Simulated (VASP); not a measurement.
# Ba8Zr8NO23 (a cell with a defect): single point with LDA

Ba8Zr8NO23 (a cell with a defect):

```
CELL_PARAMETERS angstrom
8.36196 0.00000 0.00000
0.00000 8.36196 0.00000
0.00000 0.00000 8.36196
ATOMIC_POSITIONS crystal
Ba 0.99619 0.99904 0.99987
Ba 0.99766 0.00036 0.50004
Ba 0.99692 0.50191 0.00005
Ba 0.99634 0.50157 0.49950
Ba 0.50252 0.99961 0.99999
Ba 0.50169 0.00037 0.49986
Ba 0.50061 0.49939 0.99952
Ba 0.49855 0.49515 0.49989
Zr 0.24908 0.24966 0.24549
Zr 0.24876 0.25011 0.75422
Zr 0.24941 0.75067 0.25072
Zr 0.24943 0.75006 0.74906
Zr 0.74992 0.24999 0.24892
Zr 0.74979 0.25001 0.75082
Zr 0.74887 0.74970 0.25009
Zr 0.74894 0.74972 0.74962
O 0.27797 0.23475 0.99996
O 0.23222 0.76536 0.99966
O 0.26706 0.73595 0.49981
O 0.72554 0.25744 0.99989
O 0.77329 0.24376 0.49988
O 0.76689 0.74274 0.99980
O 0.73226 0.75672 0.49982
O 0.99857 0.25020 0.21950
O 0.99861 0.24968 0.78138
O 0.99953 0.74935 0.26723
O 0.99958 0.75019 0.73231
O 0.50094 0.24865 0.26933
O 0.50097 0.24991 0.73097
O 0.49911 0.75085 0.23156
O 0.49931 0.75010 0.76789
O 0.24936 0.00084 0.26914
O 0.24997 0.00104 0.73054
O 0.24906 0.50010 0.23795
O 0.24837 0.50026 0.76249
O 0.75038 0.99958 0.24217
O 0.74968 0.99966 0.75744
O 0.74940 0.50006 0.25715
O 0.75071 0.50004 0.74251
N 0.22669 0.26428 0.49995
```

```json
{
  "Program": "VASP 6.6.1",
  "Task": "single point",
  "Functional": "LDA",
  "Potentials or basis": "VASP PAW LDA potentials, release 64 (Ba_sv, Zr_sv, O, N)",
  "Cutoff": "520 eV",
  "k mesh": "1 × 1 × 1, shifted",
  "Occupations": "fermi-dirac, width 0.05 eV",
  "Spin": "collinear spin",
  "Dipole correction": "no",
  "Further INCAR settings": "LREAL = Auto; ALGO = Normal; EDIFF = 1e-06; NBANDS = 190; ISYM = 0"
}
```

```
Pressure                                              : -2.2 GPa
Largest force                                         : 0.154 eV/Å
Band gap on the k mesh                                : 0.13 eV
Net moment                                            : 1.00 μB per cell
Site moments                                          : Ba +0.00, +0.02 (each value once); Zr -0.01, -0.00 (each value once); O -0.00, +0.01, +0.00, +0.04, +0.03 (each value once); N +0.45 μB
Valence electrons inside the program's atomic spheres : Ba 7.92, 7.91 (each value once); Zr 9.79, 9.74, 9.75 (each value once); O 5.03, 5.01, 5.02 (each value once); N 3.60
```

Forces on the atoms (eV/Å):
```
Ba   0.012 -0.013 -0.003
Ba   0.051 -0.038 -0.002
Ba   0.030  0.018 -0.003
Ba   0.004  0.036  0.007
Ba   0.000 -0.045 -0.013
Ba  -0.090  0.018  0.010
Ba  -0.026  0.034  0.018
Ba   0.020  0.060 -0.011
Zr   0.005  0.012  0.154
Zr   0.015 -0.075 -0.133
Zr   0.005 -0.039 -0.002
Zr  -0.005  0.073 -0.016
Zr  -0.016 -0.003  0.010
Zr   0.005  0.008 -0.006
Zr  -0.013 -0.006  0.024
Zr   0.003 -0.016 -0.030
O   -0.045  0.017 -0.001
O    0.033 -0.023  0.027
O   -0.026  0.009  0.005
O    0.050 -0.007  0.008
O   -0.049 -0.011  0.007
O   -0.027  0.002  0.003
O    0.021  0.006 -0.004
O    0.006 -0.017  0.061
O   -0.002 -0.015 -0.093
O   -0.020  0.020 -0.036
O   -0.016  0.011  0.036
O    0.008  0.028 -0.045
O    0.003  0.025  0.037
O    0.025 -0.004  0.034
O    0.008 -0.011 -0.030
O   -0.029 -0.056 -0.097
O   -0.025 -0.063  0.097
O    0.023  0.034 -0.022
O    0.028  0.025  0.008
O    0.006  0.019  0.007
O    0.005  0.019 -0.006
O   -0.006 -0.014 -0.022
O   -0.015 -0.006  0.022
N    0.047 -0.013  0.002
```

Stress tensor (GPa, compression positive):
```
-2.57 -0.24  0.00
-0.24 -2.35  0.00
 0.00  0.00 -1.74
```

Levels at points of the mesh, in eV from the valence-band top:
Spin up:
```
           k point  band 157  band 158  band 159  band 160  band 161  band 162  band 163  band 164
(0.25, 0.25, 0.25)     -0.85     -0.65     -0.55     -0.39      3.20      3.22      3.25      3.49
```
Spin down:
```tsv
k point	band 155	band 156	band 157	band 158	band 159	band 160	band 161	band 162	band 163	band 164
(0.25, 0.25, 0.25)	-0.89	-0.84	-0.84	-0.31	-0.02	0.15	3.21	3.22	3.25	3.49
```

Run time: 68 min on 1 thread of Intel Xeon 8259CL, with other jobs on the host, peak memory 0.88 GiB.

Caveat: spin-orbit coupling is left out, which moves the levels of the heavy elements.
